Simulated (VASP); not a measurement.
# MgO (Fm-3m) in VASP: notebook

MgO is run at these levels: r2SCAN, PBE; tasks: single point.

All numbers are computed with VASP 6.6.1; they aren't measurements. Logs are shortened: lines on timing, memory, paths and dates and some standing lists are left out, and cuts for length are marked.

## 1. The cell of the first run

It takes space group Fm-3m (No. 225, cubic). The conventional cell has a = 4.222 Å, b = 4.222 Å, c = 4.222 Å, α = 90.00°, β = 90.00°, γ = 90.00°. Mg (site symmetry m-3m) has 6 O at 2.11 Å within 2.8 Å. O (site symmetry m-3m) has 6 Mg at 2.11 Å within 2.8 Å.

## 2. Single point, r2SCAN

Contents of POSCAR:

```
MgO
1.0
    0.0000000000      2.1108892239      2.1108892239
    2.1108892239      0.0000000000      2.1108892239
    2.1108892239      2.1108892239      0.0000000000
Mg O
1 1
Direct
    0.0000000000      0.0000000000      0.0000000000
    0.5000000000      0.5000000000      0.5000000000
```

Contents of INCAR.step1:

```
SYSTEM = MgO
PREC = Accurate
ENCUT = 660
ISMEAR = -1
SIGMA = 0.05
LREAL = .False.
LASPH = .True.
NELM = 120
NBANDS = 15
GGA = PE
ALGO = Normal
EDIFF = 1E-5
LWAVE = .True.
LCHARG = .False.
GGA_COMPAT = .False.
```

Contents of INCAR.step2:

```
SYSTEM = MgO
PREC = Accurate
ENCUT = 660
EDIFF = 1E-6
ISMEAR = -1
SIGMA = 0.05
LREAL = .False.
LASPH = .True.
NELM = 120
ALGO = Normal
ISIF = 2
LWAVE = .False.
LCHARG = .False.
METAGGA = R2SCAN
LMIXTAU = .True.
NBANDS = 15
ISTART = 1
GGA_COMPAT = .False.
```

Contents of KPOINTS:

```
regular mesh
0
Gamma
  11 11 11
  0 0 0
```

Potentials or basis: VASP PAW PBE potentials, release 64 (Mg_sv, O).

The run is started by

```
> cat potpaw_PBE.64/Mg_sv/POTCAR potpaw_PBE.64/O/POTCAR > POTCAR
> cp INCAR.step1 INCAR
> mpirun -np 1 vasp_std > vasp.out
> cp INCAR.step2 INCAR
> mpirun -np 1 vasp_std > vasp.out
```

OUTCAR:

```text
SYSTEM = MgO
   PREC = Accurate
   ENCUT = 660
   EDIFF = 1E-6
   ISMEAR = -1
   LREAL = .False.
   LASPH = .True.
   NELM = 120
   ISIF = 2
   METAGGA = R2SCAN
   ISTART = 1

 ion  position               nearest neighbor table
   1  0.000  0.000  0.000-   2 2.11   2 2.11   2 2.11   2 2.11   2 2.11   2 2.11
   2  0.500  0.500  0.500-   1 2.11   1 2.11   1 2.11   1 2.11   1 2.11   1 2.11

  LATTYP: Found a face centered cubic cell.
 ALAT       =     4.2217784478

  Lattice vectors:

 A1 = (   0.0000000000,   2.1108892239,   2.1108892239)
 A2 = (   2.1108892239,   0.0000000000,   2.1108892239)
 A3 = (   2.1108892239,   2.1108892239,   0.0000000000)

Analysis of symmetry for initial positions (statically):
=====================================================================
 Subroutine PRICEL returns:
 Original cell was already a primitive cell.

 Routine SETGRP: Setting up the symmetry group for a
 face centered cubic supercell.

 Subroutine GETGRP returns: Found 48 space group operations
 (whereof 48 operations were pure point group operations)
 out of a pool of 48 trial point group operations.

The static configuration has the point symmetry O_h .

Analysis of symmetry for dynamics (positions and initial velocities):
=====================================================================
 Subroutine PRICEL returns:
 Original cell was already a primitive cell.

 Routine SETGRP: Setting up the symmetry group for a
 face centered cubic supercell.

 Subroutine GETGRP returns: Found 48 space group operations
 (whereof 48 operations were pure point group operations)
 out of a pool of 48 trial point group operations.

The dynamic configuration has the point symmetry O_h .

 Subroutine INISYM returns: Found 48 space group operations
 (whereof 48 operations are pure point group operations),
 and found     1 'primitive' translations

----------------------------------------------------------------------------------------

                                     Primitive cell

  volume of cell :      18.8116

  direct lattice vectors                    reciprocal lattice vectors
     0.000000000  2.110889224  2.110889224    -0.236867001  0.236867001  0.236867001
     2.110889224  0.000000000  2.110889224     0.236867001 -0.236867001  0.236867001
     2.110889224  2.110889224  0.000000000     0.236867001  0.236867001 -0.236867001

  length of vectors
     2.985248169  2.985248169  2.985248169     0.410265680  0.410265680  0.410265680

  position of ions in fractional coordinates (direct lattice)
     0.000000000  0.000000000  0.000000000
     0.500000000  0.500000000  0.500000000

  ion indices of the primitive-cell ions
   primitive index   ion index
                 1           1
                 2           2

----------------------------------------------------------------------------------------

 KPOINTS: regular mesh

Automatic generation of k-mesh.
 Grid dimensions read from file:
 generate k-points for:   11   11   11

 Generating k-lattice:

  Cartesian coordinates                     Fractional coordinates (reciprocal lattice)
    -0.021533364  0.021533364  0.021533364     0.090909091  0.000000000  0.000000000
     0.021533364 -0.021533364  0.021533364     0.000000000  0.090909091  0.000000000
     0.021533364  0.021533364 -0.021533364     0.000000000  0.000000000  0.090909091

  Length of vectors
     0.037296880  0.037296880  0.037296880

  Shift w.r.t. Gamma in fractional coordinates (k-lattice)
     0.000000000  0.000000000  0.000000000

 Subroutine IBZKPT returns following result:
 ===========================================

 Found     56 irreducible k-points:

 Following reciprocal coordinates:
            Coordinates               Weight
  0.000000  0.000000  0.000000      1.000000
  0.090909  0.000000  0.000000      8.000000
  0.181818  0.000000  0.000000      8.000000
  0.272727  0.000000  0.000000      8.000000
  0.363636  0.000000  0.000000      8.000000
  0.454545  0.000000  0.000000      8.000000
[... 16 lines left out ...]
 -0.272727  0.181818  0.000000     24.000000
 -0.181818  0.181818  0.000000     12.000000
 [... further k-points ...]
   k-points           NKPTS =     56   k-points in BZ     NKDIM =     56   number of bands    NBANDS=     15
   number of dos      NEDOS =    301   number of ions     NIONS =      2
   total plane-waves  NPLWV =  21952
   dimension x,y,z NGX =    28 NGY =   28 NGZ =   28
   dimension x,y,z NGXF=    56 NGYF=   56 NGZF=   56
   ions per type =               1   1
   NGX,Y,Z   is equivalent  to a cutoff of  15.59, 15.59, 15.59 a.u.
   NGXF,Y,Z  is equivalent  to a cutoff of  31.19, 31.19, 31.19 a.u.
 SYSTEM =  MgO
   PREC   = accura    normal or accurate (medium, high low for compatibility)
   ISTART =      1    job   : 0-new  1-cont  2-samecut
   ICHARG =      0    charge: 1-file 2-atom 10-const
   ISPIN  =      1    spin polarized calculation?
   LNONCOLLINEAR =      F non collinear calculations
   LSORBIT =      F    spin-orbit coupling
   LASPH  =      T    aspherical Exc in radial PAW
   ENCUT  =  660.0 eV  48.51 Ry    6.96 a.u.   6.25  6.25  6.25*2*pi/ulx,y,z
   NELM   =    120;   NELMIN=  2; NELMDL=  0     # of ELM steps
   EDIFF  = 0.1E-05   stopping-criterion for ELM
   LREAL  =      F    real-space projection
   EDIFFG = 0.1E-04   stopping-criterion for IOM
   NSW    =      0    number of steps for IOM
   IBRION =     -1    ionic relax: 0-MD 1-quasi-New 2-CG
   NFREE  =      0    steps in history (QN), initial steepest desc. (CG)
   ISIF   =      2    stress and relaxation
   ISYM   =      2    0-nonsym 1-usesym 2-fastsym
   POTIM  = 0.5000    time-step for ionic-motion
   TEBEG  =    0.0;   TEEND  =   0.0 temperature during run
   PSTRESS=    0.0 pullay stress
   NELECT =      16.0000    total number of electrons
   NUPDOWN=      -1.0000    fix difference up-down
   EMIN   =  10.00;   EMAX   =-10.00  energy-range for DOS
   EFERMI =   0.00;   METHOD = LEGACY
   ISMEAR =    -1;   SIGMA  =   0.05  broadening in eV -4-tet -1-fermi 0-gaus
   EFERMI_NEDOS =   21; number of points for ismear=-14 and -15
   IALGO  =     38    algorithm
   IMIX   =      4    mixing-type and parameters
     AMIX     =   0.40;   BMIX     =  1.00
     AMIX_MAG =   1.60;   BMIX_MAG =  1.00
  volume/ion in A,a.u.               =       9.41        63.47
  Fermi-wavevector in a.u.,A,eV,Ry     =   1.551099  2.931151 32.734347  2.405907
  Thomas-Fermi vector in A             =   2.655667
   LORBIT       =      0    0 simple, 1 ext, 2 COOP (PROOUT), +10 PAW based schemes
   METAGGA = R2SCAN    functional components
   LHFCALC =     F    Hartree Fock is set to
   AEXX    =    0.0000 exact exchange contribution
   IVDW    =     0    specifies the selected vdW correction
   LEPSILON=     F    determine dielectric tensor
   LRPA    =     F    only Hartree local field effects (RPA)
 non-spin polarized calculation
  energy-cutoff  :      660.00
  volume of cell :       18.81
 maximum number of plane-waves:       736
 NGX is ok and might be reduce to    28
   NGX = 13   NGY = 13   NGZ = 13

 number of electron      15.9999996 magnetization

 Free energy of the ion-electron system (eV)
  ---------------------------------------------------
  ext. energy  EPLUGINS =         0.00000000
  ---------------------------------------------------
  free energy    TOTEN  =       -16.17318403 eV

  energy without entropy =      -16.17318403  energy(sigma->0) =      -16.17318403

 E-fermi :   3.5214     XC(G=0): -12.0018

 val. band max:        2.4614193617   @ k =   0.0000   0.0000   0.0000
 cond. band min:       8.0483481430   @ k =   0.0000   0.0000   0.0000
 fundamental gap:      5.5869287814
 Fermi energy:         3.5214404138

 k-point     1 :       0.0000    0.0000    0.0000
  band No.  band energies     occupation
      1     -72.5355      2.00000
      2     -37.6288      2.00000
      3     -37.6288      2.00000
      4     -37.6288      2.00000
      5     -15.6912      2.00000
      6       2.4614      2.00000
      7       2.4614      2.00000
      8       2.4614      2.00000
      9       8.0483      0.00000
     10      19.2801      0.00000
     11      19.2801      0.00000
     12      19.2801      0.00000
     13      23.3681      0.00000
     14      25.1891      0.00000
     15      25.1891      0.00000

 k-point     2 :       0.0909    0.0000    0.0000
  band No.  band energies     occupation
      1     -72.5349      2.00000
      2     -37.6355      2.00000
      3     -37.6295      2.00000
      4     -37.6295      2.00000
      5     -15.6040      2.00000
      6       1.9366      2.00000
      7       2.4042      2.00000
      8       2.4042      2.00000
      9       8.5647      0.00000
     10      18.1935      0.00000
     11      19.4904      0.00000
     12      19.4904      0.00000
     13      24.5784      0.00000
     14      24.5784      0.00000
     15      24.8474      0.00000

 k-point     3 :       0.1818    0.0000    0.0000
  band No.  band energies     occupation
      1     -72.5332      2.00000
      2     -37.6530      2.00000
      3     -37.6310      2.00000
      4     -37.6310      2.00000
      5     -15.3611      2.00000
      6       0.7886      2.00000
      7       2.2548      2.00000
      8       2.2548      2.00000
      9       9.6478      0.00000
     10      16.7451      0.00000
     11      19.9633      0.00000
     12      19.9633      0.00000
     13      23.8551      0.00000
     14      23.8551      0.00000
     15      26.2060      0.00000
[... 343 lines left out ...]
 k-point    23 :      -0.2727    0.1818    0.0000
  band No.  band energies     occupation
      1     -72.5284      2.00000
      2     -37.6871      2.00000
      3     -37.6518      2.00000
      4     -37.6352      2.00000
      5     -14.6264      2.00000
      6      -0.9976      2.00000
      7       0.9258      2.00000
      8       1.8891      2.00000
      9      12.2737      0.00000
     10      15.3783      0.00000
     11      18.3057      0.00000
     12      21.0517      0.00000
     13      23.1910      0.00000
     14      25.1688      0.00000
     15      28.7261      0.00000

 k-point    24 :      -0.1818    0.1818    0.0000
  band No.  band energies     occupation
      1     -72.5303      2.00000
      2     -37.6738      2.00000
      3     -37.6458      2.00000
      4     -37.6324      2.00000
      5     -14.9222      2.00000
      6      -0.3502      2.00000
      7       1.3594      2.00000
      8       2.0786      2.00000
      9      11.3911      0.00000
     10      15.5083      0.00000
     11      19.1063      0.00000
     12      21.5536      0.00000
     13      21.6817      0.00000
     14      25.0519      0.00000
     15      28.5279      0.00000

 [... further k-points ...]

------------------------ aborting loop because EDIFF is reached ----------------------------------------

  FORCE on cell =-STRESS in cart. coord.  units (eV):
  Direction    XX          YY          ZZ          XY          YZ          ZX
  --------------------------------------------------------------------------------------
  -------------------------------------------------------------------------------------
  Total       -0.2491083     -0.2491083     -0.2491083      0.0000000      0.0000000      0.0000000
  in kB      -21.2164349    -21.2164349    -21.2164349      0.0000000      0.0000000      0.0000000
  external PRESSURE =     -21.2164349 kB  Pullay stress =       0.0000000 kB

 VOLUME and BASIS-vectors are now :
 -----------------------------------------------------------------------------
  energy-cutoff  :      660.00
  volume of cell :       18.81
      direct lattice vectors                 reciprocal lattice vectors
     0.000000000  2.110889224  2.110889224    -0.236867001  0.236867001  0.236867001
     2.110889224  0.000000000  2.110889224     0.236867001 -0.236867001  0.236867001
     2.110889224  2.110889224  0.000000000     0.236867001  0.236867001 -0.236867001

 POSITION                                       TOTAL-FORCE (eV/Angst)
 -----------------------------------------------------------------------------------
      0.00000      0.00000      0.00000        -0.000000      0.000000      0.000000
      2.11089      2.11089      2.11089         0.000000     -0.000000     -0.000000
 -----------------------------------------------------------------------------------
    total drift:                                0.000000      0.000000      0.000000

  FREE ENERGIE OF THE ION-ELECTRON SYSTEM (eV)
  ---------------------------------------------------
  free  energy   TOTEN  =       -16.1731840314 eV

  energy  without entropy=      -16.1731840313  energy(sigma->0) =      -16.17318403
```

Wall time 1.7 min (1 thread of Intel Xeon Platinum 8375C at 2.90GHz (Ice Lake), shared host); peak memory 0.17 GiB.

What came out:

```
Free energy            : -16.1732 eV
Pressure               : -2.1 GPa
Band gap on the k mesh : 5.59 eV, direct
```

Levels at points of the mesh, in eV from the valence-band top:
| k point | band 5 | band 6 | band 7 | band 8 | band 9 | band 10 | band 11 | band 12 |
| --- | --- | --- | --- | --- | --- | --- | --- | --- |
| (0.00, 0.00, 0.00) | -18.15 | 0.00 | 0.00 | 0.00 | 5.59 | 16.82 | 16.82 | 16.82 |

Caveat: the PAW data sets were made with another functional, which shifts forces and pressure a little.

## 3. Single point, PBE

This run uses another cell than the first one, of 9.22 Å³/atom, 0.980 times its volume.

Contents of INCAR:

```
PREC = Accurate
ENCUT = 600
EDIFF = 1E-6
ISMEAR = -1
SIGMA = 0.03
LREAL = False
LASPH = True
NELM = 120
ALGO = Normal
ISIF = 2
LWAVE = False
LCHARG = False
GGA = PE
NBANDS = 11
GGA_COMPAT = False
```

Contents of KPOINTS:

```
regular mesh
0
Gamma
  7 7 7
```

Contents of POSCAR:

```
MgO
1.0
    0.0000000000      2.0970013927      2.0970013927
    2.0970013927      0.0000000000      2.0970013927
    2.0970013927      2.0970013927      0.0000000000
Mg O
1 1
Direct
    0.0000000000      0.0000000000      0.0000000000
    0.5000000000      0.5000000000      0.5000000000
```

Potentials or basis: VASP PAW PBE potentials, release 64 (Mg, O).

The run is started by

```
> cat potpaw_PBE.64/Mg/POTCAR potpaw_PBE.64/O/POTCAR > POTCAR
> mpirun -np 1 vasp_std > vasp.out
```

It took 10 s on 1 thread of AMD EPYC 7R13, shared host; peak memory 0.11 GiB.

It converged, with:

```
Free energy            : -11.9011 eV
Pressure               : 5.9 GPa
Band gap on the k mesh : 4.85 eV, direct
```

Levels at points of the mesh, in eV from the valence-band top:
```csv
k point,band 2,band 3,band 4,band 5,band 6,band 7
"(0.00, 0.00, 0.00)",0.00,0.00,0.00,4.85,15.88,15.88
```

## 4. Single point, r2SCAN

This run uses another cell than the first one, of 9.22 Å³/atom, 0.980 times its volume.

POSCAR is that of step 3.

Contents of INCAR.step1:

```
PREC     = Accurate       # precision mode
ENCUT    = 660            # plane-wave cutoff, eV
ISMEAR   = -1             # smearing method
SIGMA    = 0.05           # smearing width, eV
LREAL    = F              # projectors in reciprocal space
LASPH    = T              # aspherical terms in the spheres
NELM     = 120            # most SCF steps
NBANDS   = 11             # bands
GGA      = PE             # functional
ALGO     = Normal         # electronic algorithm
EDIFF    = 1E-5           # SCF threshold, eV
LWAVE    = T              # write WAVECAR
LCHARG   = F              # write CHGCAR
GGA_COMPAT= F
```

Contents of INCAR.step2:

```
PREC     = Accurate       # precision mode
ENCUT    = 660            # plane-wave cutoff, eV
EDIFF    = 1E-6           # SCF threshold, eV
ISMEAR   = -1             # smearing method
SIGMA    = 0.05           # smearing width, eV
LREAL    = F              # projectors in reciprocal space
LASPH    = T              # aspherical terms in the spheres
NELM     = 120            # most SCF steps
ALGO     = Normal         # electronic algorithm
ISIF     = 2              # what is computed and relaxed
LWAVE    = F              # write WAVECAR
LCHARG   = T              # write CHGCAR
METAGGA  = R2SCAN         # meta-GGA
LMIXTAU  = T            
LELF     = T              # ELF
LVHAR    = T            
NBANDS   = 11             # bands
ISTART   = 1            
GGA_COMPAT= F
```

Contents of KPOINTS:

```
Automatic mesh
0
Gamma
  11 11 11
```

The run is started by

```
> cat potpaw_PBE.64/Mg/POTCAR potpaw_PBE.64/O/POTCAR > POTCAR
> cp INCAR.step1 INCAR
> mpirun -np 1 vasp_std > vasp.out
> cp INCAR.step2 INCAR
> mpirun -np 1 vasp_std > vasp.out
```

It took 2.2 min on 1 thread of AMD EPYC 7R13, shared host; peak memory 0.15 GiB.

The run converged. Its results:

* Free energy: -16.1678 eV
* Pressure: -0.2 GPa
* Band gap on the k mesh: 5.74 eV, direct

Levels at points of the mesh, in eV from the valence-band top:
```tsv
k point	band 2	band 3	band 4	band 5	band 6	band 7
(0.00, 0.00, 0.00)	0.00	0.00	0.00	5.74	16.92	16.92
```

Caveat: the PAW data sets were made with another functional, which shifts forces and pressure a little. r2SCAN opens gaps a little over a GGA but as a rule still falls short of measured ones.

## 5. Summary

| level | potentials or basis | cell | k mesh | cutoff (eV) | smearing | second run | gap on the mesh (eV) | pressure (GPa) |
| --- | --- | --- | --- | --- | --- | --- | --- | --- |
| r2SCAN | VASP PAW PBE potentials, release 64 (Mg_sv, O) | a = 2.985 Å, angles 60.0°, 2 atoms | 11 × 11 × 11 | 660 | fermi-dirac 0.05 eV | valence_matched | 5.59 | -2.1 |
| PBE | VASP PAW PBE potentials, release 64 (Mg, O) | a = 2.966 Å, angles 60.0°, 2 atoms | 7 × 7 × 7 | 600 | fermi-dirac 0.03 eV | - | 4.85 | 5.9 |
| r2SCAN | VASP PAW PBE potentials, release 64 (Mg, O) | a = 2.966 Å, angles 60.0°, 2 atoms | 11 × 11 × 11 | 660 | fermi-dirac 0.05 eV | - | 5.74 | -0.2 |

Alike in all rows: task single point; no spin polarisation.

Caveats: the PAW data sets were made with another functional, which shifts forces and pressure a little (some runs).

Absolute energies hang on the potentials; compare differences alone.
